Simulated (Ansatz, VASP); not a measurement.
One calculation of HfC, two programs

INCAR

```
SYSTEM = HfC
PREC     = Accurate       ! precision mode
ENCUT    = 520            ! plane-wave cutoff, eV
EDIFF    = 1E-6           ! SCF threshold, eV
ISMEAR   = 0              ! smearing method
SIGMA    = 0.15           ! smearing width, eV
LREAL    = .FALSE.        ! projectors in reciprocal space
LASPH    = .TRUE.         ! aspherical terms in the spheres
NELM     = 80             ! most SCF steps
ALGO     = Normal         ! electronic algorithm
ISIF     = 2              ! what is computed and relaxed
LWAVE    = .FALSE.        ! write WAVECAR
LCHARG   = .TRUE.         ! write CHGCAR
GGA      = PE             ! functional
LELF     = .TRUE.         ! ELF
LVHAR    = .TRUE.       
NBANDS   = 14             ! bands
```

KPOINTS

```
regular mesh
0
G
  18 18 18
  0 0 0
```

POSCAR

```
HfC
1.0
    0.0000000000      2.2668750000      2.3250000000
    2.3250000000      0.0000000000      2.3250000000
    2.3250000000      2.2668750000      0.0000000000
Hf C
1 1
Direct
    0.5000000000      0.5000000000      0.5000000000
    0.0000000000      0.0000000000      0.0000000000
```

Input for Ansatz:

```yaml
crystal:
  lattice:
    - [0.0, 2.266875, 2.325]
    - [2.325, 0.0, 2.325]
    - [2.325, 2.266875, 0.0]
  atoms:
    - { symbol: Hf, position: [0.5, 0.5, 0.5] }
    - { symbol: C, position: [0.0, 0.0, 0.0] }
basis:
  ecutwfc: 420
kpoints:
  mp_grid: { grid: [18, 18, 18] }
hamiltonian:
  xc: pbe
scf:
  occupations: { method: gaussian, width: 0.15 }
output:
  forces: true
  stress: true
  eigenvalues: true
```

Change from the starting cell: strain -0.0250 x Voigt [0, 1, 0, 0, 0, 0], atoms carried along.

Alike in both runs: task single point; functional PBE; k mesh 18 × 18 × 18; occupations gaussian, width 0.15 eV; no spin polarisation.

|  | VASP | Ansatz |
| --- | --- | --- |
| version | VASP 6.6.1 | Ansatz 0.2.0 |
| potentials or method | VASP PAW PBE potentials, release 64 (Hf_pv, C), cutoff 520 eV | scalar-relativistic, plane waves, PAW |
| valence electrons in the cell | 14 | 30 |

|  | VASP | Ansatz | Ansatz less VASP |
| --- | --- | --- | --- |
| gap on the k mesh at the Fermi level (eV) | none | none | - |
| pressure (GPa) | 6.2 | 6.8 | +0.56 |
| traceless stress, the component that is largest in VASP (GPa) | 7.88 | 7.77 | -0.102 |

A gap of «none» marks a metal or a gap that the smearing closes. VASP's potentials hold 14 valence electrons a cell and Ansatz's 30, so a difference there can come from the potentials and not from the codes.

Spin-orbit coupling is off throughout.
